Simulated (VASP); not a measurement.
CdS, 2 atoms in the cell. The structure is trigonal, space group P3m1 (No. 156). The conventional cell has a = 4.219 Å, b = 4.219 Å, c = 5.804 Å, α = 90.00°, β = 90.00°, γ = 120.00°. Cd (site symmetry 3m) has 3 S at 2.44 Å within 3.2 Å. Within 3.2 Å of S (site symmetry 3m) lie 3 Cd at 2.44 Å. 

* Program: VASP 6.6.1
* Task: single point
* Functional: LDA
* Potentials or basis: VASP PAW LDA potentials, release 64 (Cd, S)
* Cutoff: 520 eV
* k mesh: 6 × 6 × 4
* Occupations: gaussian, width 0.02 eV
* Spin: no spin polarisation
* Dipole correction: no
* Further INCAR settings: ALGO = Normal; EDIFF = 1e-06; NBANDS = 16

Potentials or basis: VASP PAW LDA potentials, release 64 (Cd, S).

Command:

```sh
$ cat potpaw_LDA.64/Cd/POTCAR potpaw_LDA.64/S/POTCAR > POTCAR
$ mpirun -np 1 vasp_std > vasp.out
```

Hardware: 1 thread of Intel(R) Xeon(R) Platinum 8488C (Sapphire Rapids) (shared host).

Task: How long does it take, and how much memory?

Result: Run time: 17 s on 1 thread of Intel(R) Xeon(R) Platinum 8488C (Sapphire Rapids) (shared host), peak memory 0.19 GiB. Counts: scf iterations 14, k points 24.
